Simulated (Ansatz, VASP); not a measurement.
## SiB5C: VASP beside Ansatz

```
Si B C
1.0
    -4.27653    3.05414    0.00158
    -4.27767   -3.05575    0.00005
    -2.29643    0.00076    4.74278
Si B C
2 10 2
Direct
  0.60292 0.60280 0.58852
  0.39703 0.39717 0.41145
  0.98558 0.67695 0.98402
  0.67690 0.98558 0.98417
  0.98658 0.98653 0.67536
  0.82622 0.28309 0.81432
  0.28318 0.82625 0.81422
  0.32309 0.01438 0.01590
  0.01446 0.32303 0.01593
  0.01347 0.01354 0.32461
  0.71685 0.17377 0.18578
  0.17373 0.71690 0.18571
  0.82232 0.82243 0.26750
  0.17767 0.17756 0.73252
```

Change from the starting cell: cell x1, atoms moved at random (sigma 0.05 Å) and cell strained at random (1.5 %), then relaxed without symmetry.

Alike in both runs: functional PBE; k mesh 4 × 4 × 4; occupations gaussian, width 0.1 eV; no spin polarisation.

Ansatz relaxed the structure, and its values are those at the end. VASP's run is a single point on that final structure, the one shown.

```csv
,VASP,Ansatz
version,VASP 6.6.1,Ansatz 0.2.0
potentials or method,"VASP PAW PBE potentials, release 64 (Si, B, C), cutoff 520 eV","scalar-relativistic, plane waves, PAW"
valence electrons in the cell,46,46
```

|  | VASP | Ansatz | Ansatz less VASP |
| --- | --- | --- | --- |
| gap on the k mesh at the Fermi level (eV) | 2.51 | 2.51 | +0.003 |
| least direct gap on the mesh (eV) | 2.69 | 2.70 | +0.001 |
| pressure (GPa) | 0.1 | 0.1 | -0.01 |
| rms of the force components (eV/Å) | 0.008 | 0.003 | -0.0051 |

With one functional, cell and mesh, what is left measures potentials, basis and numerics.
